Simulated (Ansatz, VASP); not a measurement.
# Two plane-wave programs on HgTe

```
Hg Te
1.0
    -3.06577    3.06577    1.56974
     3.06577   -3.06577    1.56974
     3.06577    3.06577   -1.56974
Hg Te
1 1
Cartesian
  0.0000 3.0658 0.7849
  0.0000 0.0000 0.0000
```

Alike in both runs: task single point; functional LDA; k mesh 10 × 10 × 10; occupations fermi-dirac, width 0.05 eV; no spin polarisation.

|  | VASP | Ansatz |
| --- | --- | --- |
| version | VASP 6.6.1 | Ansatz 0.2.0 |
| potentials or method | VASP PAW LDA potentials, release 64 (Hg, Te) | Ansatz PAW |
| plane-wave cutoff (eV) | 520 | 420 |
| valence electrons in the cell | 18 | 36 |

|  | VASP | Ansatz | Ansatz less VASP |
| --- | --- | --- | --- |
| gap on the k mesh at the Fermi level (eV) | none | none | - |
| pressure (GPa) | -5.3 | -5.5 | -0.16 |
| traceless stress, the component that is largest in VASP (GPa) | 2.46 | 2.41 | -0.042 |

LDA's correlation is that of Perdew and Zunger in VASP and of Perdew and Wang (1992) in Ansatz. A gap of «none» marks a metal or a gap that the smearing closes. VASP's potentials hold 18 valence electrons a cell and Ansatz's 36, so a difference there can come from the potentials and not from the codes.

Neither program's run includes spin-orbit coupling.
